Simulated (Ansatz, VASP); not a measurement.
One calculation of Li2S, two programs

Contents of INCAR:

```
PREC = Accurate
ENCUT = 750
EDIFF = 1E-6
ISMEAR = -1
SIGMA = 0.1
LREAL = F
LASPH = T
NELM = 120
ALGO = Normal
ISIF = 2
LWAVE = F
LCHARG = F
GGA = PE
NBANDS = 13
GGA_COMPAT = F
```

File KPOINTS:

```
regular mesh
0
Gamma
  8 8 8
```

File POSCAR:

```
Li2S
1.0
    0.0000000000      2.8362604100      2.8362604100
    2.8362604100      0.0000000000      2.8362604100
    2.8362604100      2.8362604100      0.0000000000
S Li
1 2
Direct
    0.0000000000      0.0000000000      0.0000000000
    0.2500000000      0.2500000000      0.2500000000
    0.7500000000      0.7500000000      0.7500000000
```

Input for Ansatz:

```yaml
crystal:
  lattice:
    - [0.0, 2.83626041, 2.83626041]
    - [2.83626041, 0.0, 2.83626041]
    - [2.83626041, 2.83626041, 0.0]
  atoms:
    - { symbol: S, position: [0.0, 0.0, 0.0] }
    - { symbol: Li, position: [0.25, 0.25, 0.25] }
    - { symbol: Li, position: [0.75, 0.75, 0.75] }
  symmetry: { tolerance: 0.0003 }
kpoints:
  mp_grid: { grid: [8, 8, 8], shift: [0, 0, 0] }
  band_path:
    path:
      - [0.0, 0.0, 0.0]
      - [0.5, 0.0, 0.5]
      - [0.625, 0.25, 0.625]
      - [0.375, 0.375, 0.75]
      - [0.0, 0.0, 0.0]
      - [0.5, 0.5, 0.5]
      - [0.5, 0.25, 0.75]
      - [0.5, 0.0, 0.5]
    npoints: 8
magnetization:
  spin_polarized: false
scf:
  occupations: { method: fermi_dirac }
  lower_state_search: "off"
  max_iter: 200
hamiltonian:
  pseudopotentials: { kind: paw }
  xc: pbe
basis:
  ecutwfc: 420
  fft_grid_basis: typed
output:
  forces: true
  stress: true
  eigenvalues: true
  bader: true
  populations: true
  elf: true
  write_potential: true
  volumetric_format: npy
  dos:
    e_range: [-12, 8]
    de: 0.05
    projected: { site_lists: { Li: [Li], S: [S] } }
checkpoint:
  read: saved_state
```

Alike in both runs: task single point; functional PBE; k mesh 8 × 8 × 8; no spin polarisation.

|  | VASP | Ansatz |
| --- | --- | --- |
| version | VASP 6.6.1 | Ansatz 0.2.0 |
| potentials or method | VASP PAW PBE potentials, release 64 (S, Li_sv), cutoff 750 eV | PAW plane waves |
| occupations | fermi-dirac, width 0.1 eV | fermi-dirac |
| valence electrons in the cell | 12 | 12 |

Ansatz gave:

| Quantity | Value |
| --- | --- |
| pressure (GPa) | 0.7 |

Q: What did VASP give for the same quantities?

A: Pressure (GPa): 0.6.
